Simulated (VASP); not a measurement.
A run of VASP 6.6.1 is set up as follows.

File INCAR:

```
SYSTEM = LiC2
ALGO = Normal ; EDIFF = 1E-7
EDIFFG = -0.04 ; ENCUT = 600
GGA = PE ; IBRION = 2
ISIF = 3 ; ISMEAR = 0
LASPH = .TRUE. ; LCHARG = .FALSE.
LREAL = .FALSE. ; LWAVE = .FALSE.
NELM = 80 ; NSW = 90
PREC = Accurate ; SIGMA = 0.1
```

Contents of KPOINTS:

```
k-points
0
G
  6 6 6
  0 0 0
```

File POSCAR:

```
LiC2
1.0
   -2.1326961384      2.1326961384      3.4304141946
    2.1326961384     -2.1326961384      3.4304141946
    2.1326961384      2.1326961384     -3.4304141946
Li C
2 4
Direct
    0.0000000000      0.0000000000      0.0000000000
    0.7500000000      0.2500000000      0.5000000000
    0.3750000000      0.3522000000      0.4772000000
    0.6478000000      0.1250000000      0.0228000000
    0.8750000000      0.8978000000      0.5228000000
    0.1022000000      0.6250000000      0.9772000000
```

Potentials or basis: VASP PAW PBE potentials, release 64 (Li_sv, C).

The run is started by

```console
$ cat potpaw_PBE.64/Li_sv/POTCAR potpaw_PBE.64/C/POTCAR > POTCAR
$ mpirun -np 1 vasp_std > vasp.out
```

Estimate the relaxed volume.

6.52 Å³/atom.

What does it give for the band gap on the k mesh?

Zero (bands 11 and 12 overlap by 4.52 eV).

Predict the space group after relaxing (to 0.1 Å).

Fd-3m (No. 227).

What does it give for the relaxed cell?

a = 3.810 Å, b = 3.810 Å, c = 3.810 Å, α = 119.98°, β = 119.98°, γ = 90.03°.

Forces in eV/Å, atoms in the order of the input:
```
Li   0.000  0.000  0.000
Li   0.000  0.000  0.000
C   -0.008  0.000  0.000
C    0.000  0.008  0.000
C    0.008  0.000  0.000
C    0.000 -0.008  0.000
```

Caveat: the cutoff is under 1.25 times the usual one of these potentials, so pressure, stress and relaxed cells hold a basis-set (Pulay) error; the volume moved by over 15 % at a fixed basis, so the end points are rough.
